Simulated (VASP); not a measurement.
Set up this calculation in VASP 6.6.1, as the native input.

```yaml
Task: relaxation of cell and atoms
Functional: PBE
Potentials_or_basis: VASP PAW PBE potentials, release 64 (Li_sv, B)
Cutoff: 600 eV
k_mesh: 24 × 24 × 8
Occupations: gaussian, width 0.1 eV
Spin: no spin polarisation
Dipole_correction: no
Further_INCAR_settings: ALGO = Fast; EDIFF = 1e-06; IBRION = 2; EDIFFG = -0.01; NSW = 100; ISIF = 3
```

The structure of Li2B lies in POSCAR:

```
Li2B
1.0
    2.5727875030      0.0000000000      0.0000000000
   -1.2863937515      2.2280993362      0.0000000000
    0.0000000000      0.0000000000      6.1990991586
Li B
2 1
Direct
    0.6666666667      0.3333333333      0.7197432748
    0.6666666667      0.3333333333      0.2802567252
    0.3333333333      0.6666666667      0.0000000000
```

These files were run (other wordings do the same):

INCAR

```
ALGO = Fast ; EDIFF = 1E-6
EDIFFG = -0.01 ; ENCUT = 600
GGA = PE ; IBRION = 2
ISIF = 3 ; ISMEAR = 0
LASPH = T ; LCHARG = F
LREAL = F ; LWAVE = F
NELM = 100 ; NSW = 100
PREC = Accurate ; SIGMA = 0.1
```

KPOINTS

```
k-points
0
Gamma
  24 24 8
```

Potentials or basis: VASP PAW PBE potentials, release 64 (Li_sv, B).

Command:

```sh
$ cat potpaw_PBE.64/Li_sv/POTCAR potpaw_PBE.64/B/POTCAR > POTCAR
$ mpirun -np 1 vasp_std > vasp.out
```

It gave:

```yaml
Relaxed_volume: 11.32 Å³/atom
Relaxed_cell: a = 2.493 Å, b = 2.493 Å, c = 6.308 Å, α = 90.00°, β = 90.00°, γ = 120.00°
Space_group_after_relaxing_to_0.05_Å: P-6m2 (No. 187)
Energy_gained_by_relaxing: 6.6 meV/atom
Ionic_steps: 8
Pressure_after_relaxing: 0.0 GPa
```

Caveat: the cutoff is under 1.25 times the usual one of these potentials, so pressure, stress and relaxed cells hold a basis-set (Pulay) error.

Run time: 8.1 min on 1 thread of Intel(R) Xeon(R) Platinum 8259CL CPU @ 2.50GHz (Skylake/Cascade Lake) (shared host), peak memory 0.25 GiB.
